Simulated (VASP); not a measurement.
Wanted: the native input for a VASP 6.6.1 run.

```
Task                   : single point
Functional             : PBE
Potentials or basis    : VASP PAW PBE potentials, release 64 (Ag)
Cutoff                 : 500 eV
k mesh                 : 10 × 10 × 10
Occupations            : fermi-dirac, width 0.05 eV
Spin                   : no spin polarisation
Dipole correction      : no
Further INCAR settings : ALGO = Normal; EDIFF = 1e-06; NBANDS = 12
```

The structure of Ag lies in POSCAR:

```
Ag
1.0
    0.0000000000      1.9472118429      1.9472118429
    1.9472118429      0.0000000000      1.9472118429
    1.9472118429      1.9472118429      0.0000000000
Ag
1
Direct
    0.0000000000      0.0000000000      0.0000000000
```

These files were run (other wordings do the same):

INCAR

```
PREC     = Accurate       # precision mode
ENCUT    = 500            # plane-wave cutoff, eV
EDIFF    = 1E-6           # SCF threshold, eV
ISMEAR   = -1             # smearing method
SIGMA    = 0.05           # smearing width, eV
LREAL    = F              # projectors in reciprocal space
LASPH    = T              # aspherical terms in the spheres
NELM     = 120            # most SCF steps
ALGO     = Normal         # electronic algorithm
ISIF     = 2              # what is computed and relaxed
LWAVE    = F              # write WAVECAR
LCHARG   = F              # write CHGCAR
GGA      = PE             # functional
NBANDS   = 12             # bands
GGA_COMPAT= F
```

KPOINTS

```
regular mesh
0
Gamma
  10 10 10
```

Potentials or basis: VASP PAW PBE potentials, release 64 (Ag).

The run is started by

```sh
$ cat potpaw_PBE.64/Ag/POTCAR > POTCAR
$ mpirun -np 1 vasp_std > vasp.out
```

Results of the run:

* Pressure: 29.6 GPa
* Band gap on the k mesh: zero (an odd number of electrons rules out a gap without spin polarisation)

Caveat: the cell stands under pressure.

Run time: 3.7 s on 1 thread of AMD EPYC 9R45 96-Core Processor (Zen 5) (shared host), peak memory 0.1 GiB.
